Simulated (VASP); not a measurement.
Write the native input for VASP 6.6.1 that does the following.

| Item | Value |
| --- | --- |
| Task | single point |
| Functional | PBEsol |
| Dispersion | D3(BJ) |
| Potentials or basis | VASP PAW PBE potentials, release 64 (I) |
| Cutoff | 520 eV |
| k mesh | 9 × 9 × 9 |
| Occupations | fermi-dirac, width 0.05 eV |
| Spin | no spin polarisation |
| Dipole correction | no |
| Further INCAR settings | ALGO = Normal; EDIFF = 1e-06; NBANDS = 10 |

The structure of I lies in POSCAR:

```
I
1.0
   -2.0893754423      2.0893754423      2.0893754423
    2.0893754423     -2.0893754423      2.0893754423
    2.0893754423      2.0893754423     -2.0893754423
I
1
Direct
    0.0000000000      0.0000000000      0.0000000000
```

One way to write it, as run:

INCAR

```
SYSTEM = I
ALGO = Normal
EDIFF = 1E-6
ENCUT = 520
GGA = PS
ISIF = 2
ISMEAR = -1
IVDW = 12
LASPH = .True.
LCHARG = .False.
LREAL = .False.
LWAVE = .False.
NBANDS = 10
NELM = 60
PREC = Accurate
SIGMA = 0.05
```

KPOINTS

```
k-points
0
Gamma
  9 9 9
  0 0 0
```

Potentials or basis: VASP PAW PBE potentials, release 64 (I).

Run with:

```sh
$ cat potpaw_PBE.64/I/POTCAR > POTCAR
$ mpirun -np 1 vasp_std > vasp.out
```

Results of the run:

```
Pressure                   : -4.0 GPa
Band gap on the k mesh     : zero (an odd number of electrons rules out a gap without spin polarisation)
Dispersion energy per atom : -0.328 eV
```

Caveat: three body term missing; the cell stands under tension; the PAW data sets were made with another functional, which shifts forces and pressure a little; spin-orbit coupling is left out, which moves the levels of the heavy elements; an odd number of electrons without spin polarisation forces a metal; a magnetic or distorted state may lie lower.

Wall time 13 s on 1 thread of Intel Xeon 8259CL (shared host), peak memory 0.16 GiB.
